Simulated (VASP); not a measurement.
The system is NiO.

```
CELL_PARAMETERS angstrom
0.00000 2.08590 2.08590
2.08590 0.00000 2.08590
2.08590 2.08590 0.00000
ATOMIC_POSITIONS crystal
Ni 0.00000 0.00000 0.00000
O 0.50000 0.50000 0.50000
```

| Item | Value |
| --- | --- |
| Program | VASP 6.6.1 |
| Task | relaxation of volume and atoms at fixed shape |
| Functional | PBE |
| Potentials or basis | VASP PAW PBE potentials, release 64 (Ni_sv_GW, O) |
| Cutoff | 700 eV |
| k mesh | 7 × 7 × 7 |
| Occupations | fermi-dirac, width 0.05 eV |
| Spin | collinear spin, ferromagnetic start |
| Starting moments | [1.5, 0.0] μB |
| Hubbard terms | Ni d U = 4.0 eV |

At the start: pressure 10.2 GPa; volume 9.08 Å³/atom.

Question: Where does the relaxation end?

Answer: Over 3 steps the energy falls by 13.3 meV/atom and the volume is 9.51 Å³/atom (+4.8 %); space group Fm-3m (No. 225, to 0.1 Å) before and after; moment 2.00 μB per cell.

The path:
```tsv
step	energy change (eV)	largest force (eV/Å)	pressure (GPa)	volume (Å³)
1	0.0000	0.0000	10.19	18.15
2	-0.0124	0.0000	-6.41	19.71
3	-0.0265	0.0000	-0.01	19.03
```

Final structure:
```xyz
2
Lattice="0.0000 2.1189 2.1189 2.1189 0.0000 2.1189 2.1189 2.1189 0.0000" Properties=species:S:1:pos:R:3 pbc="T T T"
Ni    0.0000    0.0000    0.0000
O     2.1189    2.1189    2.1189
```

Caveat: a cell with one magnetic atom can't hold antiferromagnetic order, which such compounds often take.
